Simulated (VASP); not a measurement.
Write the native input for VASP 6.6.1 that does the following.

```
Task                   : single point
Functional             : PBE
Potentials or basis    : VASP PAW PBE potentials, release 64 (Cd, Te, Se)
Cutoff                 : 520 eV
k mesh                 : 4 × 4 × 4
Occupations            : gaussian, width 0.1 eV
Spin                   : no spin polarisation
Dipole correction      : no
Further INCAR settings : ALGO = Normal; EDIFF = 1e-06; NBANDS = 26
```

The structure of CdTeSe3 lies in POSCAR:

```
CdTeSe3
1.0
    4.7891301200      0.0000000000      0.0000000000
    0.0000000000      4.7891301200      0.0000000000
    0.0000000000      0.0000000000      6.0541032500
Cd Te Se
1 1 3
Direct
    0.0000000000      0.0000000000      0.9838940500
    0.5000000000      0.5000000000      0.6872155100
    0.0000000000      0.5000000000      0.5006765100
    0.5000000000      0.5000000000      0.1001364400
    0.5000000000      0.0000000000      0.5006765100
```

These files were run (other wordings do the same):

INCAR

```
PREC = Accurate
ENCUT = 520
EDIFF = 1E-6
ISMEAR = 0
SIGMA = 0.1
LREAL = False
LASPH = True
NELM = 100
ALGO = Normal
ISIF = 2
LWAVE = False
LCHARG = False
GGA = PE
NBANDS = 26
```

KPOINTS

```
regular mesh
0
Gamma
  4 4 4
```

Potentials or basis: VASP PAW PBE potentials, release 64 (Cd, Te, Se).

Launch:

```bash
$ cat potpaw_PBE.64/Cd/POTCAR potpaw_PBE.64/Te/POTCAR potpaw_PBE.64/Se/POTCAR > POTCAR
$ mpirun -np 1 vasp_std > vasp.out
```

It gave:

```yaml
Pressure: 3.9 GPa
Largest_force: 0.468 eV/Å
Band_gap_on_the_k_mesh: zero (band 18 reaches 4.35 eV, above the bottom of band 19 at 2.70 eV)
```

Caveat: spin-orbit coupling is left out, which moves the levels of the heavy elements.

Run time: 49 s on 1 thread of Intel(R) Xeon(R) Platinum 8488C (Sapphire Rapids), on a shared host, peak memory 0.27 GiB.
